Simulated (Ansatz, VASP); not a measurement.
## One calculation of LiCl, two programs

```xyz
2
Lattice="0.0000 2.2782 2.2782 2.2782 0.0000 2.2782 2.2782 2.2782 0.0000" Properties=species:S:1:pos:R:3 pbc="T T T"
Li    0.0000    0.0000    0.0000
Cl    2.2782    2.2782    2.2782
```

Alike in both runs: task relaxation of cell and atoms; functional PBE; k mesh 14 × 14 × 14; occupations fermi-dirac, width 0.05 eV; no spin polarisation.

|  | VASP | Ansatz |
| --- | --- | --- |
| version | VASP 6.6.1 | Ansatz 0.2.0 |
| potentials or method | VASP PAW PBE potentials, release 64 (Li_sv, Cl) | PAW with Ansatz's default frozen-core files, scalar-relativistic |
| plane-wave cutoff (eV) | 600 | 420 |
| valence electrons in the cell | 10 | 10 |

```tsv
	VASP	Ansatz	Ansatz less VASP
gap on the k mesh at the Fermi level, each at its own relaxed structure (eV)	6.33	6.26	-0.070
relaxed volume (Å³/atom)	16.96	17.07	+0.107
relaxed length of the cell vector where the two differ most in proportion (Å)	3.634	3.641	+0.0076
```

Noted on VASP's run: the cutoff is under 1.25 times that of the potentials, so the pressure is a little rough; the volume moved by over 15 % at a fixed basis, so the end points are rough.
